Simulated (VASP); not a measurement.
# Fe (P6_3/mmc) in VASP: further runs, part 2 of 2

VASP 6.6.1. Earlier steps stand in the parts before.

## 3. Electric field gradients, PBEsol (volume scaled by 1.04)

Contents of INCAR:

```
SYSTEM = Fe
PREC = Accurate
ENCUT = 520
EDIFF = 1E-8
ISMEAR = -1
SIGMA = 0.08
LREAL = .FALSE.
LASPH = .TRUE.
NELM = 60
ALGO = Normal
ISIF = 2
LWAVE = .FALSE.
LCHARG = .FALSE.
GGA = PS
LEFG = .TRUE.
NBANDS = 15
```

Contents of KPOINTS:

```
regular mesh
0
G
  17 17 10
  0 0 0
```

Contents of POSCAR:

```
Fe
1.0
    2.4661896480      0.0000000000      0.0000000000
   -1.2330948240      2.1357828857      0.0000000000
    0.0000000000      0.0000000000      3.8924920371
Fe
2
Direct
    0.3333333333      0.6666666667      0.2500000000
    0.6666666667      0.3333333333      0.7500000000
```

Potentials or basis: VASP PAW PBE potentials, release 64 (Fe).

Run with:

```sh
$ cat potpaw_PBE.64/Fe/POTCAR > POTCAR
$ mpirun -np 1 vasp_std > vasp.out
```

OUTCAR:

```text
SYSTEM = Fe
   PREC = Accurate
   ENCUT = 520
   EDIFF = 1E-8
   ISMEAR = -1
   LREAL = .FALSE.
   LASPH = .TRUE.
   NELM = 60
   ISIF = 2
   GGA = PS

 ion  position               nearest neighbor table
   1  0.333  0.667  0.250-   2 2.41   2 2.41   2 2.41   2 2.41   2 2.41   2 2.41
   2  0.667  0.333  0.750-   1 2.41   1 2.41   1 2.41   1 2.41   1 2.41   1 2.41

  LATTYP: Found a hexagonal cell.
 ALAT       =     2.4661896480
 C/A-ratio  =     1.5783425416

  Lattice vectors:

 A1 = (   2.4661896480,   0.0000000000,   0.0000000000)
 A2 = (  -1.2330948240,   2.1357828857,   0.0000000000)
 A3 = (   0.0000000000,   0.0000000000,   3.8924920371)

Analysis of symmetry for initial positions (statically):
=====================================================================
 Subroutine PRICEL returns:
 Original cell was already a primitive cell.

 Routine SETGRP: Setting up the symmetry group for a
 hexagonal supercell.

 Subroutine GETGRP returns: Found 24 space group operations
 (whereof 12 operations were pure point group operations)
 out of a pool of 24 trial point group operations.

The static configuration has the point symmetry D_3d.
 The point group associated with its full space group is D_6h.

Analysis of symmetry for dynamics (positions and initial velocities):
=====================================================================
 Subroutine PRICEL returns:
 Original cell was already a primitive cell.

 Routine SETGRP: Setting up the symmetry group for a
 hexagonal supercell.

 Subroutine GETGRP returns: Found 24 space group operations
 (whereof 12 operations were pure point group operations)
 out of a pool of 24 trial point group operations.

The dynamic configuration has the point symmetry D_3d.
 The point group associated with its full space group is D_6h.

 Subroutine INISYM returns: Found 24 space group operations
 (whereof 12 operations are pure point group operations),
 and found     1 'primitive' translations

----------------------------------------------------------------------------------------

                                     Primitive cell

  volume of cell :      20.5027

  direct lattice vectors                    reciprocal lattice vectors
     2.466189648  0.000000000  0.000000000     0.405483820  0.234106193  0.000000000
    -1.233094824  2.135782886  0.000000000     0.000000000  0.468212386  0.000000000
     0.000000000  0.000000000  3.892492037     0.000000000  0.000000000  0.256904829

  length of vectors
     2.466189648  2.466189648  3.892492037     0.468212386  0.468212386  0.256904829

  position of ions in fractional coordinates (direct lattice)
     0.333333333  0.666666667  0.250000000
     0.666666667  0.333333333  0.750000000

  ion indices of the primitive-cell ions
   primitive index   ion index
                 1           1
                 2           2

----------------------------------------------------------------------------------------

 KPOINTS: regular mesh
[... 80 lines left out ...]
   NUPDOWN=      -1.0000    fix difference up-down
   EMIN   =  10.00;   EMAX   =-10.00  energy-range for DOS
   EFERMI =   0.00;   METHOD = LEGACY
   ISMEAR =    -1;   SIGMA  =   0.08  broadening in eV -4-tet -1-fermi 0-gaus
   EFERMI_NEDOS =   21; number of points for ismear=-14 and -15
   IALGO  =     38    algorithm
   IMIX   =      4    mixing-type and parameters
     AMIX     =   0.40;   BMIX     =  1.00
     AMIX_MAG =   1.60;   BMIX_MAG =  1.00
  volume/ion in A,a.u.               =      10.25        69.18
  Fermi-wavevector in a.u.,A,eV,Ry     =   1.507224  2.848240 30.908673  2.271723
  Thomas-Fermi vector in A             =   2.617838
   LORBIT       =      0    0 simple, 1 ext, 2 COOP (PROOUT), +10 PAW based schemes
   GGA     = PS    functional components
   LHFCALC =     F    Hartree Fock is set to
   AEXX    =    0.0000 exact exchange contribution
   IVDW    =     0    specifies the selected vdW correction
   LEPSILON=     F    determine dielectric tensor
   LRPA    =     F    only Hartree local field effects (RPA)
 non-spin polarized calculation
  energy-cutoff  :      520.00
  volume of cell :       20.50
 maximum number of plane-waves:       573
   NGX =  9   NGY =  9   NGZ = 15

 number of electron      16.0000003 magnetization

 Free energy of the ion-electron system (eV)
  ---------------------------------------------------
  ext. energy  EPLUGINS =         0.00000000
  ---------------------------------------------------
  free energy    TOTEN  =       -17.85865693 eV

  energy without entropy =      -17.80234159  energy(sigma->0) =      -17.83049926

 E-fermi :   6.6756     XC(G=0): -13.9170

 val. band max:        6.6726407922   @ k =   0.2941   0.0000   0.0000
 cond. band min:       6.6758410485   @ k =   0.2941   0.0000   0.2000
 fundamental gap:      0.0032002563
 Fermi energy:         6.6756396183

 k-point     1 :       0.0000    0.0000    0.0000
  band No.  band energies     occupation
      1      -2.2488      2.00000
      2       1.7540      2.00000
      3       5.0314      2.00000
      4       5.0314      2.00000
      5       5.1680      2.00000
      6       5.4971      2.00000
      7       5.4971      2.00000
      8       5.8293      1.99995
      9       5.8293      1.99995
     10       7.2009      0.00281
     11       7.3856      0.00028
     12       7.3856      0.00028
     13      15.3862      0.00000
     14      28.4955      0.00000
[... 401 lines left out ...]
      2       3.0376      2.00000
      3       3.3675      2.00000
      4       3.5508      2.00000
      5       4.7963      2.00000
      6       5.1820      2.00000
      7       5.5654      2.00000
      8       6.2134      1.99383
      9       6.7840      0.41042
     10       7.3004      0.00081
     11       7.5976      0.00002
     12      13.9483      0.00000
     13      15.8396      0.00000
     14      19.9687      0.00000
     15      20.6833      0.00000

 [... further k-points ...]
[... 5 lines left out ...]
  --------------------------------------------------------------------------------------
  -------------------------------------------------------------------------------------
  Total       -1.6557906     -1.6557906     -1.6275045      0.0000000     -0.0000000      0.0000000
  in kB     -129.3911875   -129.3911875   -127.1807800      0.0000000     -0.0000000      0.0000000
  external PRESSURE =    -128.6543850 kB  Pullay stress =       0.0000000 kB

 VOLUME and BASIS-vectors are now :
 -----------------------------------------------------------------------------
  energy-cutoff  :      520.00
  volume of cell :       20.50
      direct lattice vectors                 reciprocal lattice vectors
     2.466189648  0.000000000  0.000000000     0.405483820  0.234106193  0.000000000
    -1.233094824  2.135782886  0.000000000     0.000000000  0.468212386  0.000000000
     0.000000000  0.000000000  3.892492037     0.000000000  0.000000000  0.256904829

 POSITION                                       TOTAL-FORCE (eV/Angst)
 -----------------------------------------------------------------------------------
     -0.00000      1.42386      0.97312         0.000000     -0.000000      0.000000
      1.23309      0.71193      2.91937        -0.000000      0.000000      0.000000
 -----------------------------------------------------------------------------------
    total drift:                                0.000000     -0.000000     -0.000000

  FREE ENERGIE OF THE ION-ELECTRON SYSTEM (eV)
  ---------------------------------------------------
  free  energy   TOTEN  =       -17.8586569306 eV

  energy  without entropy=      -17.8023415949  energy(sigma->0) =      -17.83049926

 Electric field gradients (V/A^2)
---------------------------------------------------------------------
 ion       V_xx      V_yy      V_zz      V_xy      V_xz      V_yz
---------------------------------------------------------------------
   1       3.791     3.790    -7.581    -0.001     0.000     0.000
   2       3.791     3.790    -7.581    -0.001     0.000     0.000
---------------------------------------------------------------------

 Electric field gradients after diagonalization (V/A^2)
 (convention: |V_zz| > |V_xx| > |V_yy|)
----------------------------------------------------------------------
 ion       V_xx      V_yy      V_zz     asymmetry (V_yy - V_xx)/ V_zz
----------------------------------------------------------------------
   1       3.791     3.790    -7.581       0.000
   2       3.791     3.790    -7.581       0.000
----------------------------------------------------------------------

           NMR quadrupolar parameters

 Cq : quadrupolar parameter    Cq=e*Q*V_zz/h
 eta: asymmetry parameters     (V_yy - V_xx)/ V_zz
 Q  : nuclear electric quadrupole moment in mb (millibarn)
----------------------------------------------------------------------
 ion       Cq(MHz)       eta       Q (mb)
----------------------------------------------------------------------
   1      -0.018       0.000       1.000
   2      -0.018       0.000       1.000
----------------------------------------------------------------------
```

Wall time 43 s (1 thread of Intel Xeon Platinum 8124M at 3.00GHz (Skylake/Cascade Lake), shared host); peak memory 0.17 GiB.

What came out:

```yaml
Free_energy: -17.8587 eV
Pressure: -12.9 GPa
Band_gap_on_the_k_mesh: zero (band 8 reaches 7.50 eV, above the bottom of band 9 at 5.69 eV)
```

Levels at points of the mesh, in eV from the Fermi level:
```csv
k point,band 4,band 5,band 6,band 7,band 8,band 9,band 10,band 11,band 12,band 13
"(0.00, 0.00, 0.00)",-1.64,-1.51,-1.18,-1.18,-0.85,-0.85,0.53,0.71,0.71,8.71
"(0.00, 0.00, 0.50)",-2.06,-1.76,-1.76,-1.76,-1.76,0.32,0.32,0.32,0.32,17.10
```

Electric field gradients, principal values (V/Å²):
| atom | least | middle | greatest (by size) |
| --- | --- | --- | --- |
| 1 Fe | 3.790 | 3.791 | -7.581 |
| 2 Fe | 3.790 | 3.791 | -7.581 |

Caveat: without QUAD_EFG the Cq values of the log hold for a quadrupole moment of 1 mb, not for the nuclei; the PAW data sets were made with another functional, which shifts forces and pressure a little; the run has no spin polarisation, though such a crystal can be magnetic.
